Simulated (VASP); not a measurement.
Here is a VASP 6.6.1 calculation.

The input INCAR:

```
PREC = Accurate ; ENCUT = 520
EDIFF = 1E-6 ; ISMEAR = 0
SIGMA = 0.05 ; LREAL = F
LASPH = T ; NELM = 150
ALGO = Fast ; ISIF = 2
LWAVE = F ; LCHARG = T
ISPIN = 2 ; MAGMOM = 0 1.62 1.62 1.62
LORBIT = 11 ; LMAXMIX = 4
GGA = PS ; LELF = T
LVHAR = T ; NBANDS = 30
```

The input KPOINTS:

```
regular mesh
0
Gamma
  8 8 8
```

POSCAR

```
SrCo3
1.0
    3.9361040056      0.0000000000      0.0000000000
    0.0000000000      3.9361040056      0.0000000000
    0.0000000000      0.0000000000      3.9361040056
Sr Co
1 3
Direct
    0.0000000000      0.0000000000      0.0000000000
    0.0000000000      0.5000000000      0.5000000000
    0.5000000000      0.5000000000      0.0000000000
    0.5000000000      0.0000000000      0.5000000000
```

Potentials or basis: VASP PAW PBE potentials, release 64 (Sr_sv, Co).

The run is started by

```console
$ cat potpaw_PBE.64/Sr_sv/POTCAR potpaw_PBE.64/Co/POTCAR > POTCAR
$ mpirun -np 1 vasp_std > vasp.out
```

Q: Estimate the site moments.

A: Sr -0.11; Co +1.46 μB.

Q: Estimate the net moment.

A: 4.11 μB per cell.

Q: What does it give for the pressure?

A: -1.4 GPa.

Caveat: the PAW data sets were made with another functional, which shifts forces and pressure a little.
